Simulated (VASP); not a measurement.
A run of VASP 6.6.1 is set up as follows.

File INCAR:

```
SYSTEM = AlN
PREC     = Accurate       ! precision mode
ENCUT    = 600            ! plane-wave cutoff, eV
EDIFF    = 1E-7           ! SCF threshold, eV
ISMEAR   = 0              ! smearing method
SIGMA    = 0.01           ! smearing width, eV
LREAL    = .FALSE.        ! projectors in reciprocal space
LASPH    = .TRUE.         ! aspherical terms in the spheres
NELM     = 60             ! most SCF steps
ALGO     = Normal         ! electronic algorithm
ISIF     = 3              ! what is computed and relaxed
LWAVE    = .FALSE.        ! write WAVECAR
LCHARG   = .FALSE.        ! write CHGCAR
GGA      = PE             ! functional
IBRION   = 2              ! ionic algorithm
NSW      = 80             ! ionic steps
EDIFFG   = -0.001         ! ionic threshold
```

Contents of KPOINTS:

```
regular mesh
0
G
  9 9 6
  0 0 0
```

POSCAR

```
AlN
1.0
    3.1100000000      0.0000000000      0.0000000000
   -1.5550000000      2.6933390058      0.0000000000
    0.0000000000      0.0000000000      4.9800000000
Al N
2 2
Direct
    0.3333333333      0.6666666667      0.0000000000
    0.6666666667      0.3333333333      0.5000000000
    0.3333333333      0.6666666667      0.3820000000
    0.6666666667      0.3333333333      0.8820000000
```

Potentials or basis: VASP PAW PBE potentials, release 64 (Al, N).

Run with:

```sh
$ cat potpaw_PBE.64/Al/POTCAR potpaw_PBE.64/N/POTCAR > POTCAR
$ mpirun -np 1 vasp_std > vasp.out
```

(1) What does it give for the space group after relaxing (to 0.1 Å)?

(2) What does it give for the band gap on the k mesh?

(3) What does it give for the relaxed cell?

(4) Estimate the relaxed volume.

Results:

(1) P6_3mc (No. 186).

(2) 4.06 eV.

(3) a = 3.128 Å, b = 3.128 Å, c = 5.015 Å, α = 90.00°, β = 90.00°, γ = 120.00°.

(4) 10.62 Å³/atom.

Caveat: an odd mesh through Γ misses points on the zone boundary, where band edges can lie.
